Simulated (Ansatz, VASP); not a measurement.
**One calculation of Pb, two programs**

The input INCAR:

```
SYSTEM = Pb
PREC = Accurate
ENCUT = 520
EDIFF = 1E-6
ISMEAR = -1
SIGMA = 0.05
LREAL = .False.
LASPH = .True.
NELM = 100
ALGO = Normal
ISIF = 2
LWAVE = .False.
LCHARG = .False.
NBANDS = 13
```

File KPOINTS:

```
regular mesh
0
Gamma
  9 9 9
  0 0 0
```

The input POSCAR:

```
Pb
1.0
    0.0000000000      2.5075897876      2.5075897876
    2.5075897876      0.0000000000      2.5075897876
    2.5075897876      2.5075897876      0.0000000000
Pb
1
Direct
    0.0000000000      0.0000000000      0.0000000000
```

The input input.yaml:

```yaml
crystal:
  lattice:
    - [0.0, 2.5075897876, 2.5075897876]
    - [2.5075897876, 0.0, 2.5075897876]
    - [2.5075897876, 2.5075897876, 0.0]
  atoms:
    - { symbol: Pb, position: [0.0, 0.0, 0.0] }
kpoints:
  mp_grid: { grid: [9, 9, 9] }
scf:
  occupations: { method: fermi_dirac, width: 0.05 }
hamiltonian:
  xc: lda
  pseudopotentials: { kind: all_electron, lapw: { basis_error: 0.001 } }
output:
  forces: true
  stress: true
  eigenvalues: true
```

Change from the starting cell: volume scaled by 1.04.

Alike in both runs: task single point; functional LDA; k mesh 9 × 9 × 9; occupations fermi-dirac, width 0.05 eV; no spin polarisation.

|  | VASP | Ansatz |
| --- | --- | --- |
| version | VASP 6.6.1 | Ansatz 0.2.0 |
| potentials or method | VASP PAW LDA potentials, release 64 (Pb_d), cutoff 520 eV | all-electron LAPW, scalar-relativistic |

|  | VASP | Ansatz | Ansatz less VASP |
| --- | --- | --- | --- |
| gap on the k mesh at the Fermi level (eV) | none | none | - |
| pressure (GPa) | -3.6 | -3.6 | -0.08 |

LDA's correlation is that of Perdew and Zunger in VASP and of Perdew and Wang (1992) in Ansatz. A gap of «none» marks a metal or a gap that the smearing closes. Ansatz ran all-electron here, and VASP with PAW potentials.

Neither program's run includes spin-orbit coupling.
